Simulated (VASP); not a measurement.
The system is C.

```
C
1.0
     2.10720    0.00000    0.00000
    -1.05360    1.82488    0.00000
     0.00000    0.00000    3.44105
C
2
Direct
  0.33333 0.66667 0.25000
  0.66667 0.33333 0.75000
```

| Item | Value |
| --- | --- |
| Program | VASP 6.6.1 |
| Task | relaxation of cell and atoms |
| Functional | r2SCAN |
| Potentials or basis | VASP PAW PBE potentials, release 64 (C) |
| Cutoff | 660 eV |
| k mesh | 17 × 17 × 9 |
| Occupations | fermi-dirac, width 0.1 eV |
| Spin | no spin polarisation |

At the start: pressure 11.5 GPa; volume 6.62 Å³/atom.

Problem. How do energy, volume and symmetry change on relaxing?

Solution. Over 33 steps the energy falls by 474.7 meV/atom and the volume is 6.97 Å³/atom (+5.3 %); space group P6_3/mmc (No. 194, to 0.05 Å).

Step by step:
```
step  energy change (eV)  largest force (eV/Å)  pressure (GPa)  volume (Å³)
   1              0.0000                0.0000           11.53        13.23
   2             -0.0334                0.0000           -0.41        14.16
   3             -0.0334                0.0000           -0.25        14.15
   4             -0.0340                0.0000           -0.12        14.14
   5             -0.0346                0.0000            0.15        14.11
   6             -0.0376                0.0000            0.77        14.06
   7             -0.0591                0.0000            1.91        13.94
   8             -0.1190                0.0000            5.51        13.68
   9             -0.2398                0.0000           14.25        13.04
  10             -0.5188                0.0000           43.78        11.39
  11             21.7585                0.0000         1124.34         7.20
  12             -0.5170                0.0000           48.84        11.31
  13             -0.4971                0.0000           56.90        11.18
  14             -0.4971                0.0000           56.92        11.18
  15             -0.4972                0.0000           56.97        11.18
  16             -0.4972                0.0000           57.07        11.18
  17             -0.4973                0.0000           57.30        11.18
  18             -0.4973                0.0000           57.72        11.18
  19             -0.4974                0.0000           57.71        11.18
  20             -0.4977                0.0000           57.69        11.18
  21             -0.4982                0.0000           57.64        11.18
  22             -0.4993                0.0000           57.55        11.18
  23             -0.5015                0.0000           57.37        11.19
  24             -0.5060                0.0000           57.00        11.20
  25             -0.5147                0.0000           56.27        11.22
  26             -0.5318                0.0000           54.83        11.27
  27             -0.5649                0.0000           52.01        11.36
  28             -0.6262                0.0000           46.59        11.55
  29             -0.7305                0.0000           36.61        11.92
  30             -0.8734                0.0000           19.62        12.70
  31             -0.9437                0.0000           -3.78        14.33
  32             -0.9492                0.0000           -0.69        14.00
  33             -0.9494                0.0000            0.02        13.94
```

Final structure:
```
CELL_PARAMETERS angstrom
1.70994 0.00000 0.00000
-0.85497 1.48085 0.00000
0.00000 0.00000 5.50499
ATOMIC_POSITIONS crystal
C 0.33333 0.66667 0.25000
C 0.66667 0.33333 0.75000
```

Caveat: the PAW data sets were made with another functional, which shifts forces and pressure a little.
